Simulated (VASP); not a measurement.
# MnO (Fm-3m) in VASP: notebook

MnO is run at these levels: PBE; tasks: single point.

All numbers are computed with VASP 6.6.1; they aren't measurements. Logs are shortened: lines on timing, memory, paths and dates and some standing lists are left out, and cuts for length are marked.

## 1. The cell of the first run

The structure is cubic, space group Fm-3m (No. 225). Conventional cell: a = 4.353 Å, b = 4.353 Å, c = 4.353 Å, α = 90.00°, β = 90.00°, γ = 90.00°. Mn (site symmetry m-3m) has 6 O at 2.18 Å within 2.9 Å. O (site symmetry m-3m) has 6 Mn at 2.18 Å within 2.9 Å.

## 2. Single point, PBE, collinear spin, ferromagnetic start (volume scaled by 0.94)

The input, INCAR:

```
SYSTEM = MnO
  PREC = Accurate
  ENCUT = 520
  EDIFF = 1E-6
  ISMEAR = -1
  SIGMA = 0.05
  LREAL = .False.
  LASPH = .True.
  NELM = 150
  ALGO = Normal
  ISIF = 2
  LWAVE = .False.
  LCHARG = .False.
  ISPIN = 2
  MAGMOM = 5 0
  LORBIT = 11
  LMAXMIX = 4
  GGA = PE
  NBANDS = 20
```

The input, KPOINTS:

```
Automatic mesh
0
Gamma
  10 10 10
  0 0 0
```

The input, POSCAR:

```
MnO
1.0
    0.0000000000      2.1766406568      2.1766406568
    2.1766406568      0.0000000000      2.1766406568
    2.1766406568      2.1766406568      0.0000000000
Mn O
1 1
Direct
    0.0000000000      0.0000000000      0.0000000000
    0.5000000000      0.5000000000      0.5000000000
```

Potentials or basis: VASP PAW PBE potentials, release 64 (Mn_pv, O).

Command:

```bash
$ cat potpaw_PBE.64/Mn_pv/POTCAR potpaw_PBE.64/O/POTCAR > POTCAR
$ mpirun -np 1 vasp_std > vasp.out
```

OUTCAR:

```text
SYSTEM = MnO
   PREC = Accurate
   ENCUT = 520
   EDIFF = 1E-6
   ISMEAR = -1
   LREAL = .False.
   LASPH = .True.
   NELM = 150
   ISIF = 2
   ISPIN = 2
   LORBIT = 11
   GGA = PE

 ion  position               nearest neighbor table
   1  0.000  0.000  0.000-   2 2.18   2 2.18   2 2.18   2 2.18   2 2.18   2 2.18
   2  0.500  0.500  0.500-   1 2.18   1 2.18   1 2.18   1 2.18   1 2.18   1 2.18

  LATTYP: Found a face centered cubic cell.
 ALAT       =     4.3532813136

  Lattice vectors:

 A1 = (   0.0000000000,   2.1766406568,   2.1766406568)
 A2 = (   2.1766406568,   0.0000000000,   2.1766406568)
 A3 = (   2.1766406568,   2.1766406568,   0.0000000000)

Analysis of symmetry for initial positions (statically):
=====================================================================
 Subroutine PRICEL returns:
 Original cell was already a primitive cell.

 Routine SETGRP: Setting up the symmetry group for a
 face centered cubic supercell.

 Subroutine GETGRP returns: Found 48 space group operations
 (whereof 48 operations were pure point group operations)
 out of a pool of 48 trial point group operations.

The static configuration has the point symmetry O_h .

Analysis of symmetry for dynamics (positions and initial velocities):
=====================================================================
 Subroutine PRICEL returns:
 Original cell was already a primitive cell.

 Routine SETGRP: Setting up the symmetry group for a
 face centered cubic supercell.

 Subroutine GETGRP returns: Found 48 space group operations
 (whereof 48 operations were pure point group operations)
 out of a pool of 48 trial point group operations.

The dynamic configuration has the point symmetry O_h .

Analysis of structural, dynamic, and magnetic symmetry:
=====================================================================
 Subroutine PRICEL returns:
 Original cell was already a primitive cell.

 Routine SETGRP: Setting up the symmetry group for a
 face centered cubic supercell.

 Subroutine GETGRP returns: Found 48 space group operations
 (whereof 48 operations were pure point group operations)
 out of a pool of 48 trial point group operations.

The overall configuration has the point symmetry O_h .

 Subroutine INISYM returns: Found 48 space group operations
 (whereof 48 operations are pure point group operations),
 and found     1 'primitive' translations

----------------------------------------------------------------------------------------

                                     Primitive cell

  volume of cell :      20.6248

  direct lattice vectors                    reciprocal lattice vectors
     0.000000000  2.176640657  2.176640657    -0.229711780  0.229711780  0.229711780
     2.176640657  0.000000000  2.176640657     0.229711780 -0.229711780  0.229711780
     2.176640657  2.176640657  0.000000000     0.229711780  0.229711780 -0.229711780

  length of vectors
     3.078234737  3.078234737  3.078234737     0.397872474  0.397872474  0.397872474

  position of ions in fractional coordinates (direct lattice)
     0.000000000  0.000000000  0.000000000
     0.500000000  0.500000000  0.500000000

  ion indices of the primitive-cell ions
   primitive index   ion index
                 1           1
                 2           2

----------------------------------------------------------------------------------------

 KPOINTS: Automatic mesh

Automatic generation of k-mesh.
 Grid dimensions read from file:
 generate k-points for:   10   10   10

 Generating k-lattice:

  Cartesian coordinates                     Fractional coordinates (reciprocal lattice)
    -0.022971178  0.022971178  0.022971178     0.100000000  0.000000000  0.000000000
     0.022971178 -0.022971178  0.022971178     0.000000000  0.100000000  0.000000000
     0.022971178  0.022971178 -0.022971178     0.000000000  0.000000000  0.100000000

  Length of vectors
     0.039787247  0.039787247  0.039787247

  Shift w.r.t. Gamma in fractional coordinates (k-lattice)
     0.000000000  0.000000000  0.000000000

 Subroutine IBZKPT returns following result:
 ===========================================

 Found     47 irreducible k-points:

 Following reciprocal coordinates:
            Coordinates               Weight
  0.000000  0.000000  0.000000      1.000000
  0.100000  0.000000  0.000000      8.000000
  0.200000  0.000000  0.000000      8.000000
  0.300000  0.000000  0.000000      8.000000
  0.400000  0.000000  0.000000      8.000000
  0.500000  0.000000  0.000000      4.000000
[... 16 lines left out ...]
  0.300000  0.300000  0.000000      6.000000
  0.400000  0.300000  0.000000     24.000000
 [... further k-points ...]
   k-points           NKPTS =     47   k-points in BZ     NKDIM =     47   number of bands    NBANDS=     20
   number of dos      NEDOS =    301   number of ions     NIONS =      2
   total plane-waves  NPLWV =  13824
   dimension x,y,z NGX =    24 NGY =   24 NGZ =   24
   dimension x,y,z NGXF=    48 NGYF=   48 NGZF=   48
   ions per type =               1   1
   NGX,Y,Z   is equivalent  to a cutoff of  12.96, 12.96, 12.96 a.u.
   NGXF,Y,Z  is equivalent  to a cutoff of  25.92, 25.92, 25.92 a.u.
 SYSTEM =  MnO
   PREC   = accura    normal or accurate (medium, high low for compatibility)
   ISTART =      0    job   : 0-new  1-cont  2-samecut
   ICHARG =      2    charge: 1-file 2-atom 10-const
   ISPIN  =      2    spin polarized calculation?
   LNONCOLLINEAR =      F non collinear calculations
   LSORBIT =      F    spin-orbit coupling
   LASPH  =      T    aspherical Exc in radial PAW
   ENCUT  =  520.0 eV  38.22 Ry    6.18 a.u.   5.72  5.72  5.72*2*pi/ulx,y,z
   NELM   =    150;   NELMIN=  2; NELMDL= -5     # of ELM steps
   EDIFF  = 0.1E-05   stopping-criterion for ELM
   LREAL  =      F    real-space projection
   EDIFFG = 0.1E-04   stopping-criterion for IOM
   NSW    =      0    number of steps for IOM
   IBRION =     -1    ionic relax: 0-MD 1-quasi-New 2-CG
   NFREE  =      0    steps in history (QN), initial steepest desc. (CG)
   ISIF   =      2    stress and relaxation
   ISYM   =      2    0-nonsym 1-usesym 2-fastsym
   POTIM  = 0.5000    time-step for ionic-motion
   TEBEG  =    0.0;   TEEND  =   0.0 temperature during run
   PSTRESS=    0.0 pullay stress
   NELECT =      19.0000    total number of electrons
   NUPDOWN=      -1.0000    fix difference up-down
   EMIN   =  10.00;   EMAX   =-10.00  energy-range for DOS
   EFERMI =   0.00;   METHOD = LEGACY
   ISMEAR =    -1;   SIGMA  =   0.05  broadening in eV -4-tet -1-fermi 0-gaus
   EFERMI_NEDOS =   21; number of points for ismear=-14 and -15
   IALGO  =     38    algorithm
   IMIX   =      4    mixing-type and parameters
     AMIX     =   0.40;   BMIX     =  1.00
     AMIX_MAG =   1.60;   BMIX_MAG =  1.00
  volume/ion in A,a.u.               =      10.31        69.59
  Fermi-wavevector in a.u.,A,eV,Ry     =   1.592927  3.010196 34.523661  2.537417
  Thomas-Fermi vector in A             =   2.691237
   LORBIT       =     11    0 simple, 1 ext, 2 COOP (PROOUT), +10 PAW based schemes
   GGA     = PE    functional components
   LHFCALC =     F    Hartree Fock is set to
   AEXX    =    0.0000 exact exchange contribution
   IVDW    =     0    specifies the selected vdW correction
   LEPSILON=     F    determine dielectric tensor
   LRPA    =     F    only Hartree local field effects (RPA)
 spin polarized calculation
  energy-cutoff  :      520.00
  volume of cell :       20.62
 maximum number of plane-waves:       568
   NGX = 11   NGY = 11   NGZ = 11

 number of electron      19.0000009 magnetization       4.5673576

 Free energy of the ion-electron system (eV)
  ---------------------------------------------------
  ext. energy  EPLUGINS =         0.00000000
  ---------------------------------------------------
  free energy    TOTEN  =       -16.37268302 eV

  energy without entropy =      -16.36230866  energy(sigma->0) =      -16.36749584

 E-fermi :   8.3907     XC(G=0): -12.2349

 val. band max:        8.3876429334   @ k =  -0.2000   0.3000   0.1000
 cond. band min:       8.3911750347   @ k =   0.5000   0.1000   0.0000
 fundamental gap:      0.0035321012
 Fermi energy:         8.3907122367

 spin component 1

 k-point     1 :       0.0000    0.0000    0.0000
  band No.  band energies     occupation
      1     -41.9875      1.00000
      2     -41.9875      1.00000
      3     -41.9875      1.00000
      4     -12.5060      1.00000
      5       4.2696      1.00000
      6       4.2696      1.00000
[... 12 lines left out ...]
     19      29.2332      0.00000
     20      29.2332      0.00000
[... 507 lines left out ...]
 k-point    24 :       0.4000    0.3000    0.0000
  band No.  band energies     occupation
      1     -42.0487      1.00000
      2     -42.0133      1.00000
      3     -42.0109      1.00000
      4     -11.5841      1.00000
      5       0.6954      1.00000
      6       2.6965      1.00000
[... 12 lines left out ...]
     19      34.1886      0.00000
     20      35.7241      0.00000

 [... further k-points ...]

 spin component 2

 k-point     1 :       0.0000    0.0000    0.0000
  band No.  band energies     occupation
      1     -37.4898      1.00000
      2     -37.4898      1.00000
      3     -37.4898      1.00000
      4     -12.0834      1.00000
      5       4.6360      1.00000
      6       4.6360      1.00000
[... 12 lines left out ...]
     19      31.5064      0.00000
     20      31.5064      0.00000
[... 507 lines left out ...]
 k-point    24 :       0.4000    0.3000    0.0000
  band No.  band energies     occupation
      1     -37.5662      1.00000
      2     -37.5215      1.00000
      3     -37.5184      1.00000
      4     -11.1786      1.00000
      5       1.4320      1.00000
      6       3.4268      1.00000
[... 12 lines left out ...]
     19      35.1532      0.00000
     20      36.6873      0.00000

 [... further k-points ...]

------------------------ aborting loop because EDIFF is reached ----------------------------------------

  FORCE on cell =-STRESS in cart. coord.  units (eV):
  Direction    XX          YY          ZZ          XY          YZ          ZX
  --------------------------------------------------------------------------------------
  -------------------------------------------------------------------------------------
  Total        0.9229647      0.9229647      0.9229647     -0.0000000     -0.0000000      0.0000000
  in kB       71.6977415     71.6977415     71.6977415     -0.0000000     -0.0000000      0.0000000
  external PRESSURE =      71.6977415 kB  Pullay stress =       0.0000000 kB

 VOLUME and BASIS-vectors are now :
 -----------------------------------------------------------------------------
  energy-cutoff  :      520.00
  volume of cell :       20.62
      direct lattice vectors                 reciprocal lattice vectors
     0.000000000  2.176640657  2.176640657    -0.229711780  0.229711780  0.229711780
     2.176640657  0.000000000  2.176640657     0.229711780 -0.229711780  0.229711780
     2.176640657  2.176640657  0.000000000     0.229711780  0.229711780 -0.229711780

 POSITION                                       TOTAL-FORCE (eV/Angst)
 -----------------------------------------------------------------------------------
      0.00000      0.00000      0.00000         0.000000      0.000000     -0.000000
      2.17664      2.17664      2.17664        -0.000000     -0.000000      0.000000
 -----------------------------------------------------------------------------------
    total drift:                                0.000000     -0.000000     -0.000000

  FREE ENERGIE OF THE ION-ELECTRON SYSTEM (eV)
  ---------------------------------------------------
  free  energy   TOTEN  =       -16.3726830244 eV

  energy  without entropy=      -16.3623086586  energy(sigma->0) =      -16.36749584

 total charge

# of ion       s       p       d       tot
------------------------------------------
    1        0.213   6.197   5.017  11.426
    2        1.562   3.436   0.000   4.998
--------------------------------------------------
tot          1.775   9.633   5.017  16.424

 magnetization (x)

# of ion       s       p       d       tot
------------------------------------------
    1        0.033   0.026   4.116   4.176
    2        0.031   0.155   0.000   0.187
--------------------------------------------------
tot          0.064   0.181   4.116   4.362
```

Run time: 26 s. Hardware: 1 thread of Intel Xeon Platinum 8259CL at 2.50GHz (Skylake/Cascade Lake), shared host; peak memory 0.16 GiB.

Results:

```yaml
Free_energy: -16.3727 eV
Pressure: 7.2 GPa
Net_moment: 4.57 μB per cell
Site_moments: Mn +4.18; O +0.19 μB
Valence_electrons_inside_the_program's_atomic_spheres: Mn 11.43; O 5.00
```

Caveat: a cell with one magnetic atom can't hold antiferromagnetic order, which such compounds often take; semilocal functionals often make such compounds metallic where correlation or magnetic order opens a gap, which also shifts bond lengths.

## 3. Single point, PBE, collinear spin, ferromagnetic start (volume scaled by 0.96)

The input, INCAR:

```
SYSTEM = MnO
ALGO = Normal ; EDIFF = 1E-6
ENCUT = 520 ; GGA = PE
ISIF = 2 ; ISMEAR = -1
ISPIN = 2 ; LASPH = .True.
LCHARG = .True. ; LELF = .True.
LMAXMIX = 4 ; LORBIT = 11
LREAL = .False. ; LVHAR = .True.
LWAVE = .False. ; MAGMOM = 5 0
NBANDS = 20 ; NELM = 150
PREC = Accurate ; SIGMA = 0.05
```

The input, KPOINTS:

```
k-points
0
Gamma
  10 10 10
  0 0 0
```

The input, POSCAR:

```
MnO
1.0
    0.0000000000      2.1919696172      2.1919696172
    2.1919696172      0.0000000000      2.1919696172
    2.1919696172      2.1919696172      0.0000000000
Mn O
1 1
Direct
    0.0000000000      0.0000000000      0.0000000000
    0.5000000000      0.5000000000      0.5000000000
```

Potentials or basis: VASP PAW PBE potentials, release 64 (Mn_pv, O).

Command:

```bash
$ cat potpaw_PBE.64/Mn_pv/POTCAR potpaw_PBE.64/O/POTCAR > POTCAR
$ mpirun -np 1 vasp_std > vasp.out
```

It took 27 s on 1 thread of Intel Xeon Platinum 8259CL at 2.50GHz (Skylake/Cascade Lake), shared host; peak memory 0.17 GiB.

The run converged. Its results:

```yaml
Free_energy: -16.3896 eV
Pressure: 4.7 GPa
Net_moment: 4.64 μB per cell
Site_moments: Mn +4.23; O +0.19 μB
Valence_electrons_inside_the_program's_atomic_spheres: Mn 11.40; O 4.99
```

Levels at points of the mesh, in eV from the Fermi level:
Spin up:
```
           k point  band 10  band 11  band 12  band 13  band 14  band 15
(0.00, 0.00, 0.00)    -3.28    -2.72    -2.72    -0.36    14.07    16.66
(0.50, 0.00, 0.00)    -1.86     0.29     0.29     3.55     8.06    12.15
(0.50, 0.50, 0.00)    -2.01    -2.01    -1.85     5.30     8.01    10.63
```
Spin down:
```
           k point  band 5  band 6  band 7  band 8  band 9  band 10
(0.00, 0.00, 0.00)   -3.62   -3.62   -3.62    0.57    0.57     0.57
(0.50, 0.00, 0.00)   -7.78   -5.20   -5.20    1.84    1.88     1.88
(0.50, 0.50, 0.00)   -6.79   -4.63   -4.63   -1.10    1.87     2.15
```

Caveat: a cell with one magnetic atom can't hold antiferromagnetic order, which such compounds often take; semilocal functionals often make such compounds metallic where correlation or magnetic order opens a gap, which also shifts bond lengths.

## 4. Single point, PBE, collinear spin, ferromagnetic start (volume scaled by 0.98)

The input, INCAR:

```
PREC = Accurate ; ENCUT = 520
EDIFF = 1E-6 ; ISMEAR = -1
SIGMA = 0.05 ; LREAL = False
LASPH = True ; NELM = 150
ALGO = Normal ; ISIF = 2
LWAVE = False ; LCHARG = False
ISPIN = 2 ; MAGMOM = 5 0
LORBIT = 11 ; LMAXMIX = 4
GGA = PE ; NBANDS = 20
```

The input, KPOINTS:

```
regular mesh
0
Gamma
  10 10 10
```

The input, POSCAR:

```
MnO
1.0
    0.0000000000      2.2070871268      2.2070871268
    2.2070871268      0.0000000000      2.2070871268
    2.2070871268      2.2070871268      0.0000000000
Mn O
1 1
Direct
    0.0000000000      0.0000000000      0.0000000000
    0.5000000000      0.5000000000      0.5000000000
```

Command:

```bash
$ cat potpaw_PBE.64/Mn_pv/POTCAR potpaw_PBE.64/O/POTCAR > POTCAR
$ mpirun -np 1 vasp_std > vasp.out
```

It took 24 s on 1 thread of Intel Xeon Platinum 8259CL at 2.50GHz (Skylake/Cascade Lake), shared host; peak memory 0.16 GiB.

It converged, with:

| Quantity | Value |
| --- | --- |
| Free energy | -16.4004 eV |
| Pressure | 2.9 GPa |
| Net moment | 4.73 μB per cell |
| Site moments | Mn +4.30; O +0.20 μB |
| Valence electrons inside the program's atomic spheres | Mn 11.38; O 4.99 |

Levels at points of the mesh, in eV from the Fermi level:
Spin up:
```tsv
k point	band 10	band 11	band 12	band 13	band 14	band 15
(0.00, 0.00, 0.00)	-3.26	-2.71	-2.71	-0.45	14.01	16.49
(0.50, 0.00, 0.00)	-1.88	0.24	0.24	3.50	7.89	12.00
(0.50, 0.50, 0.00)	-2.04	-2.04	-1.89	5.15	7.91	10.51
```
Spin down:
| k point | band 3 | band 4 | band 5 | band 6 | band 7 | band 8 | band 9 | band 10 | band 11 | band 12 |
| --- | --- | --- | --- | --- | --- | --- | --- | --- | --- | --- |
| (0.00, 0.00, 0.00) | -45.75 | -20.04 | -3.48 | -3.48 | -3.48 | 0.66 | 0.66 | 0.66 | 0.85 | 1.32 |
| (0.50, 0.00, 0.00) | -45.76 | -19.04 | -7.58 | -5.02 | -5.02 | 1.90 | 1.93 | 1.93 | 3.66 | 3.66 |
| (0.50, 0.50, 0.00) | -45.78 | -19.08 | -6.60 | -4.48 | -4.48 | -0.96 | 1.92 | 2.16 | 2.38 | 2.38 |

Caveat: a cell with one magnetic atom can't hold antiferromagnetic order, which such compounds often take; semilocal functionals often make such compounds metallic where correlation or magnetic order opens a gap, which also shifts bond lengths.

## 5. The runs side by side

```csv
cell,gap on the mesh (eV),pressure (GPa),moment (μB)
"a = 3.078 Å, angles 60.0°, 2 atoms",none,7.2,4.57
"a = 3.100 Å, angles 60.0°, 2 atoms",none,4.7,4.64
"a = 3.121 Å, angles 60.0°, 2 atoms",none,2.9,4.73
```

Alike in all rows: task single point; level PBE; potentials or basis VASP PAW PBE potentials, release 64 (Mn_pv, O); spin collinear, ferromagnetic start; k mesh 10 × 10 × 10; cutoff (eV) 520; smearing fermi-dirac 0.05 eV.

Caveats: a cell with one magnetic atom can't hold antiferromagnetic order, which such compounds often take; semilocal functionals often make such compounds metallic where correlation or magnetic order opens a gap, which also shifts bond lengths.

Absolute energies hang on the potentials; compare differences alone.
